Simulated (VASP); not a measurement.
**In3Se: single point with PBEsol+D3(BJ)**

The system is In3Se.

```
CELL_PARAMETERS angstrom
4.82872 0.00000 0.00000
0.00000 4.58785 0.00000
0.00000 0.00000 4.58785
ATOMIC_POSITIONS crystal
In 0.00000 0.50000 0.50000
In 0.50000 0.00000 0.50000
In 0.50000 0.50000 0.00000
Se 0.00000 0.00000 0.00000
```

This cell differs from its parent crystal: strain +0.0525 x Voigt [1, 0, 0, 0, 0, 0].

```json
{
 "Program": "VASP 6.6.1",
 "Task": "single point",
 "Functional": "PBEsol",
 "Dispersion": "D3(BJ)",
 "Potentials or basis": "VASP PAW PBE potentials, release 64 (In_d, Se)",
 "Cutoff": "520 eV",
 "k mesh": "10 × 10 × 10",
 "Occupations": "gaussian, width 0.15 eV",
 "Spin": "no spin polarisation",
 "Dipole correction": "no",
 "Further INCAR settings": "ALGO = Normal; EDIFF = 1e-06; NBANDS = 30"
}
```

The pressure is -2.3 GPa and the band gap on the k mesh is zero (an odd number of electrons rules out a gap without spin polarisation). The dispersion energy per atom is -0.351 eV.

Stress tensor (GPa, compression positive):
```
-2.54  0.00  0.00
 0.00 -2.16  0.00
 0.00  0.00 -2.16
```

Levels at points of the mesh, in eV from the Fermi level:
| k point | band 19 | band 20 | band 21 | band 22 | band 23 | band 24 | band 25 | band 26 |
| --- | --- | --- | --- | --- | --- | --- | --- | --- |
| (0.00, 0.00, 0.00) | -3.47 | -3.47 | -2.35 | -1.75 | 1.14 | 1.24 | 1.24 | 4.34 |
| (0.50, 0.00, 0.00) | -2.67 | -2.67 | -1.15 | -1.00 | -0.17 | -0.17 | 1.49 | 3.82 |
| (0.00, 0.50, 0.00) | -2.80 | -2.52 | -1.72 | -0.86 | -0.46 | 0.07 | 1.20 | 3.90 |
| (0.50, 0.50, 0.00) | -6.04 | -2.05 | -0.82 | -0.50 | -0.32 | 1.88 | 1.89 | 1.91 |
| (0.00, 0.50, 0.50) | -5.84 | -2.19 | -1.24 | -0.84 | -0.84 | 1.13 | 1.55 | 1.55 |
| (0.50, 0.50, 0.50) | -4.54 | -4.37 | -4.37 | -4.37 | -3.49 | 2.86 | 3.52 | 3.52 |

Wall time 5.4 min on 1 thread of Intel Xeon 8259CL, on a shared host, peak memory 0.44 GiB.

Caveat: the cell differs from its parent crystal (strain +0.0525 x Voigt [1, 0, 0, 0, 0, 0]); the PAW data sets were made with another functional, which shifts forces and pressure a little; spin-orbit coupling is left out, which moves the levels of the heavy elements.
